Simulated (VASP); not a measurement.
Ta: single point with HF

Crystal: Ta.

```
Ta
1.0
    -1.65128    1.65128    1.65128
     1.65128   -1.65128    1.65128
     1.65128    1.65128   -1.65128
Ta
1
Direct
  0.00000 0.00000 0.00000
```

```json
{"Program": "VASP 6.6.1", "Task": "single point", "Functional": "HF", "Potentials or basis": "VASP PAW PBE potentials, release 64 (Ta_pv)", "Cutoff": "520 eV", "k mesh": "6 × 6 × 6", "Occupations": "fermi-dirac, width 0.05 eV", "Spin": "no spin polarisation", "Dipole correction": "no", "Grid for exact exchange (PRECFOCK)": "Normal", "Further INCAR settings": "ALGO = Normal; EDIFF = 1e-06; NBANDS = 12", "Share of exact exchange": "1"}
```

The pressure is 12.2 GPa and the band gap on the k mesh is zero (an odd number of electrons rules out a gap without spin polarisation).

Levels at points of the mesh, in eV from the Fermi level:
```csv
k point,band 3,band 4,band 5,band 6,band 7,band 8
"(0.00, 0.00, 0.00)",-43.59,-13.91,4.72,4.72,4.72,9.53
"(0.50, 0.00, 0.00)",-43.60,-8.23,-3.52,1.78,9.29,10.47
"(0.50, 0.50, 0.50)",-44.73,-7.31,-7.31,12.47,12.47,12.47
```

It took 6.7 min on 1 thread of Intel(R) Xeon(R) Platinum 8488C (Sapphire Rapids), with other jobs on the host, peak memory 0.15 GiB.

Caveat: the k points lie up to 0.45 Å⁻¹ apart, too coarse for converged energies and pressures of a metal; the PAW data sets were made with another functional, which shifts forces and pressure a little; spin-orbit coupling is left out, which moves the levels of the heavy elements.
